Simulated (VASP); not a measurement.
NiO: single point with PBE+U

Crystal: NiO.

```
CELL_PARAMETERS angstrom
0.00000 2.24095 2.24095
2.24095 0.00000 2.24095
2.24095 2.24095 0.00000
ATOMIC_POSITIONS crystal
Ni 0.00000 0.00000 0.00000
O 0.25000 0.25000 0.25000
```

```
Program             : VASP 6.6.1
Task                : single point
Functional          : PBE
Potentials or basis : VASP PAW PBE potentials, release 64 (Ni, O)
Cutoff              : 520 eV
k mesh              : 12 × 12 × 12
Occupations         : gaussian, width 0.05 eV
Spin                : collinear spin, ferromagnetic start
Starting moments    : [2.0, 0.0] μB
Hubbard terms       : Ni d U = 3.0 eV
```

- Pressure: -1.3 GPa
- Band gap on the k mesh: zero (filled and empty bands overlap)
- Net moment: 2.00 μB per cell
- Site moments: Ni +1.62; O +0.35 μB
- Valence electrons inside the program's atomic spheres: Ni 9.14; O 4.99

Levels at points of the mesh, in eV from the Fermi level:
Spin up:
```csv
k point,band 6,band 7,band 8,band 9,band 10,band 11,band 12,band 13
"(0.00, 0.00, 0.00)",-3.82,-0.68,-0.68,-0.68,0.41,14.20,14.20,14.20
"(0.50, 0.00, 0.00)",-3.81,-3.81,-1.48,-1.48,5.80,7.18,13.48,13.48
"(0.50, 0.50, 0.00)",-3.57,-2.97,-2.97,-2.84,5.06,9.92,10.80,14.44
```
Spin down:
| k point | band 5 | band 6 | band 7 | band 8 | band 9 | band 10 |
| --- | --- | --- | --- | --- | --- | --- |
| (0.00, 0.00, 0.00) | -2.74 | -2.73 | 0.65 | 1.83 | 1.83 | 1.83 |
| (0.50, 0.00, 0.00) | -2.30 | -2.30 | -0.66 | 0.88 | 0.88 | 6.12 |
| (0.50, 0.50, 0.00) | -2.45 | -1.83 | -1.48 | -0.02 | -0.02 | 5.79 |

Eigenvalues of the final occupation matrices:
```tsv
site	spin	trace	eigenvalues
site 1 d	1	4.94	0.98 0.98 1.00 1.00 1.00
site 1 d	2	3.36	0.49 0.49 0.49 0.94 0.94
```

It took 55 s on 1 thread of AMD EPYC 7R43 64-Core Processor (Zen 3) (shared host), peak memory 0.14 GiB.

Caveat: a cell with one magnetic atom can't hold antiferromagnetic order, which such compounds often take. The state reached can hang on the start; a lower one may exist.
